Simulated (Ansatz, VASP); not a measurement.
# Si in VASP and in Ansatz

INCAR

```
ALGO     = Normal         # electronic algorithm
EDIFF    = 1E-8           # SCF threshold, eV
ENCUT    = 520            # plane-wave cutoff, eV
GGA      = PE             # functional
ISIF     = 2              # what is computed and relaxed
ISMEAR   = -1             # smearing method
LASPH    = True           # aspherical terms in the spheres
LCHARG   = False          # write CHGCAR
LEFG     = True         
LREAL    = False          # projectors in reciprocal space
LWAVE    = False          # write WAVECAR
NBANDS   = 11             # bands
NELM     = 60             # most SCF steps
PREC     = Accurate       # precision mode
SIGMA    = 0.08           # smearing width, eV
```

KPOINTS

```
k-points
0
Gamma
  11 11 11
```

File POSCAR:

```
Si
1.0
    0.0000000000      2.7687280309      2.7687280309
    2.7687280309      0.0000000000      2.7687280309
    2.7687280309      2.7687280309      0.0000000000
Si
2
Direct
    0.5000000000      0.5000000000      0.5000000000
    0.7500000000      0.7500000000      0.7500000000
```

Input for Ansatz:

```yaml
crystal:
  lattice:
    - [0.0, 2.7687280309, 2.7687280309]
    - [2.7687280309, 0.0, 2.7687280309]
    - [2.7687280309, 2.7687280309, 0.0]
  atoms:
    - { symbol: Si, position: [0.5, 0.5, 0.5] }
    - { symbol: Si, position: [0.75, 0.75, 0.75] }
kpoints:
  mp_grid: { grid: [11, 11, 11] }
scf:
  occupations: { method: fermi_dirac, width: 0.08 }
hamiltonian:
  xc: pbe
  pseudopotentials: { kind: paw }
output:
  forces: true
  stress: true
  eigenvalues: true
  efg: { contact_densities: true }
  write_density: true
  write_potential: true
  elf: true
  volumetric_format: npy
```

Change from the starting cell: volume scaled by 1.06, PAW files.

Alike in both runs: task electric field gradients; functional PBE; k mesh 11 × 11 × 11; occupations fermi-dirac, width 0.08 eV; no spin polarisation.

|  | VASP | Ansatz |
| --- | --- | --- |
| version | VASP 6.6.1 | Ansatz 0.2.0 |
| potentials or method | VASP PAW PBE potentials, release 64 (Si) | PAW with Ansatz's default frozen-core files, scalar-relativistic |
| plane-wave cutoff (eV) | 520 | 420 |
| valence electrons in the cell | 8 | 8 |

```tsv
	VASP	Ansatz	Ansatz less VASP
pressure (GPa)	-3.1	-3.0	+0.07
```
